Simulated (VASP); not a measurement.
Write the native input for VASP 6.6.1 that does the following.

| Property | Result |
| --- | --- |
| Task | electric field gradients |
| Functional | r2SCAN |
| Potentials or basis | VASP PAW PBE potentials, release 64 (B, P) |
| Cutoff | 520 eV |
| k mesh | 15 × 15 × 15 |
| Occupations | fermi-dirac, width 0.05 eV |
| Spin | no spin polarisation |
| Dipole correction | no |
| Further INCAR settings | ALGO = Normal; EDIFF = 1e-08; NBANDS = 11 |

Crystal: BP.

```
B P
1.0
     0.00000    2.26900    2.26900
     2.26900    0.00000    2.26900
     2.26900    2.26900    0.00000
B P
1 1
Direct
  0.00000 0.00000 0.00000
  0.75000 0.75000 0.75000
```

These files were run (other wordings do the same):

POSCAR

```
BP
1.0
    0.0000000000      2.2690000000      2.2690000000
    2.2690000000      0.0000000000      2.2690000000
    2.2690000000      2.2690000000      0.0000000000
B P
1 1
Direct
    0.0000000000      0.0000000000      0.0000000000
    0.7500000000      0.7500000000      0.7500000000
```

INCAR.step1

```
ALGO = Normal
EDIFF = 1E-4
ENCUT = 520
GGA = PE
ISMEAR = -1
LASPH = True
LCHARG = False
LREAL = False
LWAVE = True
NBANDS = 11
NELM = 100
PREC = Accurate
SIGMA = 0.05
```

INCAR.step2

```
ALGO = Normal
EDIFF = 1E-8
ENCUT = 520
ISIF = 2
ISMEAR = -1
ISTART = 1
LASPH = True
LCHARG = False
LEFG = True
LMIXTAU = True
LREAL = False
LWAVE = False
METAGGA = R2SCAN
NBANDS = 11
NELM = 100
PREC = Accurate
SIGMA = 0.05
```

KPOINTS

```
k-points
0
Gamma
  15 15 15
```

Potentials or basis: VASP PAW PBE potentials, release 64 (B, P).

Run with:

```bash
$ cat potpaw_PBE.64/B/POTCAR potpaw_PBE.64/P/POTCAR > POTCAR
$ cp INCAR.step1 INCAR
$ mpirun -np 1 vasp_std > vasp.out
$ cp INCAR.step2 INCAR
$ mpirun -np 1 vasp_std > vasp.out
```

It gave:

```yaml
Pressure: -0.7 GPa
Band_gap_on_the_k_mesh: 1.45 eV, indirect (least direct gap 3.64 eV)
```

Caveat: without QUAD_EFG the Cq values of the log hold for a quadrupole moment of 1 mb, not for the nuclei; the PAW data sets were made with another functional, which shifts forces and pressure a little.

Wall time 4 min on 1 thread of AMD EPYC 7R13, with other jobs on the host, peak memory 0.13 GiB.
